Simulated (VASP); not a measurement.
Set up this calculation in VASP 6.6.1, as the native input.

```yaml
Task: relaxation of cell and atoms
Functional: PBE
Potentials_or_basis: VASP PAW PBE potentials, release 64 (Al, H)
Cutoff: 600 eV
k_mesh: 6 × 6 × 6
Occupations: gaussian, width 0.1 eV
Spin: no spin polarisation
Dipole_correction: no
Further_INCAR_settings: ALGO = Normal; EDIFF = 1e-07; IBRION = 2; EDIFFG = -0.04; NSW = 90; ISIF = 3
```

The structure of Al3H lies in POSCAR:

```
Al3H
1.0
    3.6699781770      0.0000000000      0.0000000000
    0.0000000000      3.6699781770      0.0000000000
    0.0000000000      0.0000000000      3.6322559236
Al H
3 1
Direct
    0.0000000000      0.5000000000      0.5000000000
    0.5000000000      0.0000000000      0.5000000000
    0.5000000000      0.5000000000      0.0000000000
    0.0000000000      0.0000000000      0.0000000000
```

These files were run (other wordings do the same):

INCAR

```
  PREC = Accurate
  ENCUT = 600
  EDIFF = 1E-7
  ISMEAR = 0
  SIGMA = 0.1
  LREAL = F
  LASPH = T
  NELM = 60
  ALGO = Normal
  ISIF = 3
  LWAVE = F
  LCHARG = F
  GGA = PE
  IBRION = 2
  NSW = 90
  EDIFFG = -0.04
```

KPOINTS

```
Automatic mesh
0
Gamma
  6 6 6
```

Potentials or basis: VASP PAW PBE potentials, release 64 (Al, H).

Launch:

```bash
$ cat potpaw_PBE.64/Al/POTCAR potpaw_PBE.64/H/POTCAR > POTCAR
$ mpirun -np 1 vasp_std > vasp.out
```

It gave:

* Relaxed volume: 14.82 Å³/atom
* Relaxed cell: a = 3.913 Å, b = 3.913 Å, c = 3.871 Å, α = 90.00°, β = 90.00°, γ = 90.00°
* Space group after relaxing (to 0.1 Å): Pm-3m (No. 221)
* Energy gained by relaxing: 137.1 meV/atom
* Ionic steps: 3
* Pressure after relaxing: 0.1 GPa
* Band gap on the k mesh: zero (bands 5 and 6 overlap by 4.41 eV)

Caveat: the volume moved by over 15 % at a fixed basis, so the end points are rough.

Wall time 18 s on 1 thread of Intel(R) Xeon(R) Platinum 8559C (Emerald Rapids), on a shared host, peak memory 0.17 GiB.
